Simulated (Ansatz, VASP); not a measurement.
**NaH: VASP beside Ansatz**

File INCAR:

```
SYSTEM = NaH
ALGO = Normal
EDIFF = 1E-6
ENCUT = 500
GGA_COMPAT = .False.
ISIF = 2
ISMEAR = 0
LASPH = .True.
LCHARG = .False.
LREAL = .False.
LWAVE = .False.
NBANDS = 11
NELM = 120
PREC = Accurate
SIGMA = 0.01
```

File KPOINTS:

```
k-points
0
Gamma
  8 8 8
  0 0 0
```

Contents of POSCAR:

```
NaH
1.0
    0.0000000000      2.3455367674      2.3455367674
    2.3455367674      0.0000000000      2.3455367674
    2.3455367674      2.3455367674      0.0000000000
Na H
1 1
Direct
    0.0021317082      0.0021317082      0.0021317082
    0.5000000000      0.5000000000      0.5000000000
```

Input for Ansatz:

```yaml
crystal:
  lattice:
    - [0.0, 2.34553676738, 2.34553676738]
    - [2.34553676738, 0.0, 2.34553676738]
    - [2.34553676738, 2.34553676738, 0.0]
  atoms:
    - { symbol: Na, position: [0.002131708217, 0.002131708217, 0.002131708217] }
    - { symbol: H, position: [0.5, 0.5, 0.5] }
kpoints:
  mp_grid: { grid: [8, 8, 8] }
scf:
  occupations: { method: fixed }
  convergence: { dr2_threshold: 1.0e-10 }
hamiltonian:
  xc: lda
  pseudopotentials: { kind: paw }
output:
  forces: true
  stress: true
  eigenstates:
    kpoints:
      - [0.0, 0.0, 0.0]
      - [0.0, -0.5, 0.0]
      - [-0.5, 0.0, 0.0]
      - [0.0, 0.0, -0.5]
      - [-0.5, -0.5, -0.5]
      - [-0.25, -0.5, -0.75]
      - [-0.5, -0.25, -0.75]
      - [-0.25, -0.75, -0.5]
      - [-0.5, 0.0, -0.5]
      - [0.0, -0.5, -0.5]
      - [-0.5, -0.5, 0.0]
  eigenvalues: true
```

Change from the starting cell: atom 1 moved by [0.01, 0.01, 0.01] A, PAW files.

Alike in both runs: task single point; functional LDA; k mesh 8 × 8 × 8; no spin polarisation.

|  | VASP | Ansatz |
| --- | --- | --- |
| version | VASP 6.6.1 | Ansatz 0.2.0 |
| potentials or method | VASP PAW LDA potentials, release 64 (Na_pv, H) | PAW with Ansatz's default frozen-core files, scalar-relativistic |
| plane-wave cutoff (eV) | 500 | 420 |
| occupations | gaussian, width 0.01 eV | fixed |
| valence electrons in the cell | 8 | 10 |

|  | VASP | Ansatz | Ansatz less VASP |
| --- | --- | --- | --- |
| gap on the k mesh at the Fermi level (eV) | 3.54 | 3.55 | +0.002 |
| pressure (GPa) | -0.1 | 0.0 | +0.10 |
| rms of the force components (eV/Å) | 0.011 | 0.011 | -0.0002 |

LDA's correlation is that of Perdew and Zunger in VASP and of Perdew and Wang (1992) in Ansatz. Atom by atom the forces differ by 0.000 eV/Å (rms over components). VASP's potentials hold 8 valence electrons a cell and Ansatz's 10, so a difference there can come from the potentials and not from the codes.
